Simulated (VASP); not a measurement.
Runs of VASP 6.6.1 on BeAu3. The structure is that of space group Pm-3m (No. 221), or close to it. The cells are those of the table. 

```csv
cell,gap on the mesh (eV),pressure (GPa)
"a = 4.025 Å, 4 atoms",none,(a)
"a = 4.064 Å, 4 atoms",none,-6.3
"a = 3.985 Å, 4 atoms",none,1.4
"a = 4.103 Å, 4 atoms",none,(b)
"a = 3.944 Å, 4 atoms",none,6.6
```

Alike in all rows: task single point; level PBE; potentials or basis VASP PAW PBE potentials, release 64 (Be, Au); no spin polarisation; k mesh 6 × 6 × 6; cutoff (eV) 520; smearing methfessel-paxton 0.15 eV.

Estimate the missing entries.

(a) -2.9; (b) -9.1.

Caveats: spin-orbit coupling is left out, which moves the levels of the heavy elements.

A k mesh can miss the band edges, and the runs leave out spin-orbit coupling on Au.

A gap of «none» marks levels without a gap at the run's occupations.
